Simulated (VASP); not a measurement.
# Ca2SeO: single point with r2SCAN

The system is Ca2SeO.

```
CELL_PARAMETERS angstrom
1.88463 1.08809 6.29203
-1.88463 1.08809 6.29203
0.00000 -2.17618 6.29203
ATOMIC_POSITIONS crystal
O 0.00000 0.00000 0.00000
Se 0.50000 0.50000 0.50000
Ca 0.26397 0.26397 0.26397
Ca 0.73603 0.73603 0.73603
```

* Program: VASP 6.6.1
* Task: single point
* Functional: r2SCAN
* Potentials or basis: VASP PAW PBE potentials, release 64 (O, Se, Ca_sv)
* Cutoff: 520 eV
* k mesh: 6 × 6 × 6
* Occupations: gaussian, width 0.01 eV
* Spin: no spin polarisation
* Dipole correction: no
* Further INCAR settings: ALGO = Normal; EDIFF = 1e-06; NBANDS = 24

* Pressure: 0.5 GPa
* Band gap on the k mesh: 2.10 eV (least direct gap 2.76 eV)

Levels at points of the mesh, in eV from the valence-band top:
```csv
k point,band 12,band 13,band 14,band 15,band 16,band 17,band 18,band 19,band 20,band 21
"(0.00, 0.00, 0.00)",-2.71,-2.71,-1.24,0.00,0.00,2.76,4.21,4.21,4.46,5.21
"(0.50, 0.00, 0.00)",-3.34,-2.67,-2.57,-2.24,-0.93,3.33,3.72,5.13,5.76,6.28
"(0.50, 0.50, 0.00)",-3.12,-2.69,-2.31,-1.78,-0.89,2.10,5.21,5.38,5.98,5.99
"(0.50, 0.50, 0.50)",-2.92,-2.64,-2.64,-0.21,-0.21,3.60,4.39,4.75,4.75,5.42
```

Wall time 11 min on 1 thread of Intel(R) Xeon(R) Platinum 8259CL CPU @ 2.50GHz (Skylake/Cascade Lake), with other jobs on the host, peak memory 0.42 GiB.

Caveat: the PAW data sets were made with another functional, which shifts forces and pressure a little. A k mesh can miss the band edges.
